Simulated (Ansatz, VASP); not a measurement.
One calculation of LuAg3O3, two programs

```
CELL_PARAMETERS angstrom
3.40254 -0.00506 -0.00112
-1.70565 2.94590 0.00136
-0.00370 0.00305 11.48959
ATOMIC_POSITIONS crystal
Lu 0.00079 0.99866 0.00858
Ag 0.66649 0.33429 0.72715
Ag 0.33330 0.66643 0.28299
Ag 0.99912 0.00157 0.55019
O 0.66768 0.33200 0.91437
O 0.33382 0.66534 0.10053
O 0.33212 0.66837 0.46120
```

Change from the starting cell: cell x1, atoms moved at random (sigma 0.15 Å) and cell strained at random (1.5 %), then relaxed without symmetry.

Alike in both runs: functional PBE; k mesh 6 × 6 × 2; occupations gaussian, width 0.2 eV; no spin polarisation.

Ansatz relaxed the structure, and its values are those at the end. VASP's run is a single point on that final structure, the one shown.

|  | VASP | Ansatz |
| --- | --- | --- |
| version | VASP 6.6.1 | Ansatz 0.2.0 |
| potentials or method | VASP PAW PBE potentials, release 64 (Lu, Ag, O), cutoff 520 eV | scalar-relativistic, plane waves, PAW |
| valence electrons in the cell | 76 | 100 |

```csv
,VASP,Ansatz,Ansatz less VASP
gap on the k mesh at the Fermi level (eV),none,none,-
pressure (GPa),0.4,0.1,-0.31
rms of the force components (eV/Å),0.027,0.002,-0.0242
```

A gap of «none» marks a metal or a gap that the smearing closes. With one functional, cell and mesh, what is left measures potentials, basis and numerics. VASP's potentials hold 76 valence electrons a cell and Ansatz's 100, so a difference there can come from the potentials and not from the codes.

Spin-orbit coupling is off throughout.
